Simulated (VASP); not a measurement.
# MnI2 (P-3m1) in VASP: a series of runs, part 2 of 3

VASP 6.6.1. The steps go on from the part before.

## (3) Single point, LDA+U, collinear spin, ferromagnetic start

Input file INCAR:

```
SYSTEM = MnI2
PREC = Accurate ; ENCUT = 520
EDIFF = 1E-6 ; ISMEAR = 0
SIGMA = 0.05 ; LREAL = .False.
LASPH = .True. ; NELM = 150
ALGO = Normal ; ISIF = 2
LWAVE = .False. ; LCHARG = .True.
ISPIN = 2 ; MAGMOM = 5.08 5.08 0.05 0.05 0.05 0.05
LORBIT = 11 ; LMAXMIX = 4
LDAU = .True. ; LDAUTYPE = 2
LDAUL = 2 -1 ; LDAUU = 4 0
LDAUJ = 0 0 ; LDAUPRINT = 1
LELF = .True. ; LVHAR = .True.
NBANDS = 40
```

Input file KPOINTS:

```
Automatic mesh
0
Gamma
  5 5 2
  0 0 0
```

Input file POSCAR:

```
MnI2
1.0
    4.1600013200      0.0000000000      0.0000000000
   -2.0800006600      3.6026668200      0.0000000000
    0.0000000000      0.0000000000     13.6399982000
Mn I
2 4
Direct
    0.0000000000      0.0000000000      0.0000000000
    0.0000000000      0.0000000000      0.5000000000
    0.3333333333      0.6666666667      0.1250000000
    0.6666666667      0.3333333333      0.3750000000
    0.3333333333      0.6666666667      0.6250000000
    0.6666666667      0.3333333333      0.8750000000
```

Potentials or basis: VASP PAW LDA potentials, release 64 (Mn_pv, I).

Started as:

```
$ cat potpaw_LDA.64/Mn_pv/POTCAR potpaw_LDA.64/I/POTCAR > POTCAR
$ mpirun -np 1 vasp_std > vasp.out
```

OUTCAR:

```text
SYSTEM = MnI2
   PREC = Accurate
   ENCUT = 520
   EDIFF = 1E-6
   ISMEAR = 0
   LREAL = .False.
   LASPH = .True.
   NELM = 150
   ISIF = 2
   ISPIN = 2
   LORBIT = 11

 ion  position               nearest neighbor table
   1  0.000  0.000  0.000-   3 2.95   6 2.95   6 2.95   3 2.95   6 2.95   3 2.95
   2  0.000  0.000  0.500-   5 2.95   4 2.95   5 2.95   4 2.95   4 2.95   5 2.95
   3  0.333  0.667  0.125-   1 2.95   1 2.95   1 2.95
   4  0.667  0.333  0.375-   2 2.95   2 2.95   2 2.95
   5  0.333  0.667  0.625-   2 2.95   2 2.95   2 2.95
   6  0.667  0.333  0.875-   1 2.95   1 2.95   1 2.95

  LATTYP: Found a hexagonal cell.
 ALAT       =     4.1600013200
 C/A-ratio  =     3.2788446808

  Lattice vectors:

 A1 = (   4.1600013200,   0.0000000000,   0.0000000000)
 A2 = (  -2.0800006600,   3.6026668200,   0.0000000000)
 A3 = (   0.0000000000,   0.0000000000,  13.6399982000)

Analysis of symmetry for initial positions (statically):
=====================================================================
 Subroutine PRICEL returns following result:

  LATTYP: Found a hexagonal cell.
 ALAT       =     4.1600013200
 C/A-ratio  =     1.6394223404
[... 12 lines left out ...]
 Subroutine GETGRP returns: Found 12 space group operations
 (whereof 12 operations were pure point group operations)
 out of a pool of 24 trial point group operations.

The static configuration has the point symmetry D_3d.

Analysis of symmetry for dynamics (positions and initial velocities):
=====================================================================
 Subroutine PRICEL returns following result:

  LATTYP: Found a hexagonal cell.
 ALAT       =     4.1600013200
 C/A-ratio  =     1.6394223404
[... 12 lines left out ...]
 Subroutine GETGRP returns: Found 12 space group operations
 (whereof 12 operations were pure point group operations)
 out of a pool of 24 trial point group operations.

The dynamic configuration has the point symmetry D_3d.

Analysis of structural, dynamic, and magnetic symmetry:
=====================================================================
 Subroutine PRICEL returns following result:

  LATTYP: Found a hexagonal cell.
 ALAT       =     4.1600013200
 C/A-ratio  =     1.6394223404
[... 12 lines left out ...]
 Subroutine GETGRP returns: Found 12 space group operations
 (whereof 12 operations were pure point group operations)
 out of a pool of 24 trial point group operations.

The overall configuration has the point symmetry D_3d.

 Subroutine INISYM returns: Found 12 space group operations
 (whereof 12 operations are pure point group operations),
 and found     2 'primitive' translations

----------------------------------------------------------------------------------------

                                     Primitive cell

  volume of cell :     102.2120

[... 168 lines left out ...]
 -0.0316  0.0000  0.0000  0.0570 -0.0000
 -0.0000 -0.0316 -0.0000 -0.0000  0.0341

 occupancies and eigenvectors

  o =  0.0119  v =  0.0000  0.0000  0.0000  0.0000  0.0000  0.0000 -0.0000 -1.0000  0.0000 -0.0000      0.0000  0.0000  0.0000  0.0000  0.0000  0.0000  0.0000  0.0000  0.0000  0.0000
  o =  0.0119  v =  0.0000  0.0000  0.0000  0.0000  0.0000 -0.0000 -0.5740  0.0000 -0.0000 -0.8189      0.0000  0.0000  0.0000  0.0000  0.0000  0.0000  0.0000  0.0000  0.0000  0.0000
  o =  0.0119  v =  0.0000  0.0000  0.0000  0.0000  0.0000 -0.8189  0.0000 -0.0000 -0.5740  0.0000      0.0000  0.0000  0.0000  0.0000  0.0000  0.0000  0.0000  0.0000  0.0000  0.0000
  o =  0.0792  v =  0.0000  0.0000  0.0000  0.0000  0.0000  0.0000  0.8189  0.0000 -0.0000 -0.5740      0.0000  0.0000  0.0000  0.0000  0.0000  0.0000  0.0000  0.0000  0.0000  0.0000
  o =  0.0792  v =  0.0000  0.0000  0.0000  0.0000  0.0000  0.5740 -0.0000 -0.0000 -0.8189  0.0000      0.0000  0.0000  0.0000  0.0000  0.0000  0.0000  0.0000  0.0000  0.0000  0.0000
  o =  0.9318  v =  0.0000  0.5572  0.0000  0.0000  0.8304  0.0000  0.0000  0.0000  0.0000  0.0000      0.0000  0.0000  0.0000  0.0000  0.0000  0.0000  0.0000  0.0000  0.0000  0.0000
  o =  0.9318  v = -0.8304  0.0000  0.0000 -0.5572  0.0000  0.0000  0.0000  0.0000  0.0000  0.0000      0.0000  0.0000  0.0000  0.0000  0.0000  0.0000  0.0000  0.0000  0.0000  0.0000
  o =  0.9324  v =  0.0000  0.0000 -1.0000  0.0000  0.0000  0.0000  0.0000  0.0000  0.0000  0.0000      0.0000  0.0000  0.0000  0.0000  0.0000  0.0000  0.0000  0.0000  0.0000  0.0000
  o =  0.9518  v =  0.0000 -0.8304 -0.0000 -0.0000  0.5572  0.0000  0.0000  0.0000  0.0000  0.0000      0.0000  0.0000  0.0000  0.0000  0.0000  0.0000  0.0000  0.0000  0.0000  0.0000
  o =  0.9518  v = -0.5572 -0.0000 -0.0000  0.8304  0.0000  0.0000  0.0000  0.0000  0.0000  0.0000      0.0000  0.0000  0.0000  0.0000  0.0000  0.0000  0.0000  0.0000  0.0000  0.0000

 number of electron      54.0000011 magnetization      10.0062327

 Free energy of the ion-electron system (eV)
  ---------------------------------------------------
  ext. energy  EPLUGINS =         0.00000000
  ---------------------------------------------------
  free energy    TOTEN  =       -26.55620741 eV

  energy without entropy =      -26.55620741  energy(sigma->0) =      -26.55620741

 E-fermi :   3.2746     XC(G=0):  -8.9423

 val. band max:        3.0520233065   @ k =   0.0000   0.0000   0.0000
 cond. band min:       5.3367236993   @ k =   0.4000   0.0000   0.0000
 fundamental gap:      2.2847003928
 Fermi energy:         3.2746132031

 spin component 1

 k-point     1 :       0.0000    0.0000    0.0000
  band No.  band energies     occupation
      1     -46.6717      1.00000
      2     -46.6717      1.00000
      3     -46.6717      1.00000
      4     -46.6717      1.00000
      5     -46.6639      1.00000
      6     -46.6639      1.00000
[... 409 lines left out ...]
     38       9.1248      0.00000
     39       9.5326      0.00000
 Fermi energy:         3.2746132031

 spin component 2

 k-point     1 :       0.0000    0.0000    0.0000
  band No.  band energies     occupation
      1     -42.1923      1.00000
      2     -42.1923      1.00000
      3     -42.1923      1.00000
      4     -42.1923      1.00000
      5     -42.1834      1.00000
      6     -42.1834      1.00000
[... 409 lines left out ...]
     38       9.5044      0.00000
     39      10.2408      0.00000
 [bands above 39 left out]

------------------------ aborting loop because EDIFF is reached ----------------------------------------

  FORCE on cell =-STRESS in cart. coord.  units (eV):
  Direction    XX          YY          ZZ          XY          YZ          ZX
  --------------------------------------------------------------------------------------
  -------------------------------------------------------------------------------------
  Total       -3.3593139     -3.3593139     -3.5987228     -0.0000000      0.0000000     -0.0000000
  in kB      -26.3286919    -26.3286919    -28.2050646     -0.0000000      0.0000000     -0.0000000
  external PRESSURE =     -26.9541494 kB  Pullay stress =       0.0000000 kB

 VOLUME and BASIS-vectors are now :
 -----------------------------------------------------------------------------
  energy-cutoff  :      520.00
  volume of cell :      204.42
      direct lattice vectors                 reciprocal lattice vectors
     4.160001320  0.000000000  0.000000000     0.240384539  0.138786078  0.000000000
    -2.080000660  3.602666820  0.000000000     0.000000000  0.277572157  0.000000000
     0.000000000  0.000000000 13.639998200     0.000000000  0.000000000  0.073313793

 POSITION                                       TOTAL-FORCE (eV/Angst)
 -----------------------------------------------------------------------------------
      0.00000      0.00000      0.00000        -0.000000      0.000000      0.000000
      0.00000      0.00000      6.82000        -0.000000      0.000000     -0.000000
     -0.00000      2.40178      1.70500        -0.000000      0.000000     -0.451902
      2.08000      1.20089      5.11500         0.000000     -0.000000      0.451902
     -0.00000      2.40178      8.52500        -0.000000      0.000000     -0.451902
      2.08000      1.20089     11.93500         0.000000     -0.000000      0.451902
 -----------------------------------------------------------------------------------
    total drift:                               -0.000000     -0.000000      0.000000

  FREE ENERGIE OF THE ION-ELECTRON SYSTEM (eV)
  ---------------------------------------------------
  free  energy   TOTEN  =       -26.5562074093 eV

  energy  without entropy=      -26.5562074093  energy(sigma->0) =      -26.55620741

 total charge

# of ion       s       p       d       tot
------------------------------------------
    1        0.219   6.140   4.877  11.237
    2        0.219   6.140   4.877  11.237
    3        1.514   2.781   0.016   4.310
    4        1.514   2.781   0.016   4.310
    5        1.514   2.781   0.016   4.310
    6        1.514   2.781   0.016   4.310
--------------------------------------------------
tot          6.494  23.404   9.817  39.715

 magnetization (x)

# of ion       s       p       d       tot
------------------------------------------
    1        0.034   0.023   4.495   4.552
    2        0.034   0.023   4.495   4.552
    3        0.005   0.044   0.003   0.052
    4        0.005   0.044   0.003   0.052
    5        0.005   0.044   0.003   0.052
    6        0.005   0.044   0.003   0.052
--------------------------------------------------
tot          0.089   0.221   9.001   9.311
```

It took 74 s on 1 thread of Intel Xeon 6975P-C (Granite Rapids), shared host; peak memory 0.33 GiB.

What came out:

```yaml
Free_energy: -26.5562 eV
Pressure: -2.7 GPa
Largest_force: 0.452 eV/Å
Band_gap_on_the_k_mesh: 2.28 eV
Net_moment: 10.01 μB per cell
Site_moments: Mn +4.55; I +0.05 μB
Valence_electrons_inside_the_program's_atomic_spheres: Mn 11.24; I 4.31
```

Forces in eV/Å, atoms in the order of the input:
```
Mn   0.000  0.000  0.000
Mn   0.000  0.000  0.000
I    0.000  0.000 -0.452
I    0.000  0.000  0.452
I    0.000  0.000 -0.452
I    0.000  0.000  0.452
```

Eigenvalues of the final occupation matrices:
```csv
site,spin,trace,eigenvalues
site 1 d,1,4.70,0.93 0.93 0.93 0.95 0.95
site 1 d,2,0.19,0.01 0.01 0.01 0.08 0.08
site 2 d,1,4.70,0.93 0.93 0.93 0.95 0.95
site 2 d,2,0.19,0.01 0.01 0.01 0.08 0.08
```

Caveat: spin-orbit coupling is left out, which moves the levels of the heavy elements.

## (4) Single point, LDA+U, collinear spin, ferrimagnetic start

Input file INCAR:

```
SYSTEM = MnI2
PREC     = Accurate       ! precision mode
ENCUT    = 520            ! plane-wave cutoff, eV
EDIFF    = 1E-6           ! SCF threshold, eV
ISMEAR   = 0              ! smearing method
SIGMA    = 0.05           ! smearing width, eV
LREAL    = .False.        ! projectors in reciprocal space
LASPH    = .True.         ! aspherical terms in the spheres
NELM     = 150            ! most SCF steps
ALGO     = Normal         ! electronic algorithm
ISIF     = 2              ! what is computed and relaxed
LWAVE    = .False.        ! write WAVECAR
LCHARG   = .False.        ! write CHGCAR
ISPIN    = 2              ! spin polarisation
MAGMOM   = 4.62 -1.11 0.05 0.07 0.07 0.05 ! initial moments
LORBIT   = 11             ! projections on sites
LMAXMIX  = 4              ! l up to which the mixer works
LDAU     = .True.         ! DFT+U
LDAUTYPE = 2            
LDAUL    = 2 -1           ! shell
LDAUU    = 4 0            ! U, eV
LDAUJ    = 0 0          
LDAUPRINT= 1            
GGA      = CA             ! functional
NBANDS   = 40             ! bands
```

KPOINTS is that of step 3.

POSCAR is that of step 3.

Started as:

```
$ cat potpaw_LDA.64/Mn_pv/POTCAR potpaw_LDA.64/I/POTCAR > POTCAR
$ mpirun -np 1 vasp_std > vasp.out
```

Wall time 78 s (1 thread of Intel Xeon 6975P-C (Granite Rapids), shared host); peak memory 0.34 GiB.

Results (log left out):

* Free energy: -26.5596 eV
* Pressure: -2.7 GPa
* Largest force: 0.451 eV/Å
* Band gap on the k mesh: 2.37 eV
* Net moment: 0.00 μB per cell
* Site moments: Mn +4.55, -4.55; I +0.05, -0.05 (each value once) μB
* Valence electrons inside the program's atomic spheres: Mn 11.24; I 4.31

Forces in eV/Å, atoms in the order of the input:
```
Mn   0.000  0.000  0.000
Mn   0.000  0.000  0.000
I    0.000  0.000 -0.451
I    0.000  0.000  0.451
I    0.000  0.000 -0.451
I    0.000  0.000  0.451
```

Stress tensor (GPa, compression positive):
```
-2.65  0.00  0.00
 0.00 -2.65  0.00
 0.00  0.00 -2.84
```

Levels at points of the mesh, in eV from the valence-band top:
Spin up:
```
           k point  band 23  band 24  band 25  band 26  band 27  band 28  band 29  band 30  band 31  band 32
(0.00, 0.00, 0.00)    -0.34    -0.34    -0.29    -0.01    -0.01     2.82     2.86     2.86     3.13     3.62
(0.00, 0.00, 0.50)    -0.48    -0.39    -0.39     0.00     0.00     2.82     2.86     2.86     3.57     3.61
```
Spin down:
| k point | band 24 | band 25 | band 26 | band 27 | band 28 | band 29 | band 30 | band 31 |
| --- | --- | --- | --- | --- | --- | --- | --- | --- |
| (0.00, 0.00, 0.00) | -0.34 | -0.29 | -0.01 | -0.01 | 2.82 | 2.86 | 2.86 | 3.13 |
| (0.00, 0.00, 0.50) | -0.39 | -0.39 | 0.00 | 0.00 | 2.82 | 2.86 | 2.86 | 3.57 |

Eigenvalues of the final occupation matrices:
| site | spin | trace | eigenvalues |
| --- | --- | --- | --- |
| site 1 d | 1 | 4.70 | 0.93 0.93 0.93 0.95 0.95 |
| site 1 d | 2 | 0.20 | 0.01 0.01 0.01 0.08 0.08 |
| site 2 d | 1 | 0.20 | 0.01 0.01 0.01 0.08 0.08 |
| site 2 d | 2 | 4.70 | 0.93 0.93 0.93 0.95 0.95 |

Caveat: spin-orbit coupling is left out, which moves the levels of the heavy elements. The state reached can hang on the start; a lower one may exist.

(Part 2 of 3 ends here.)
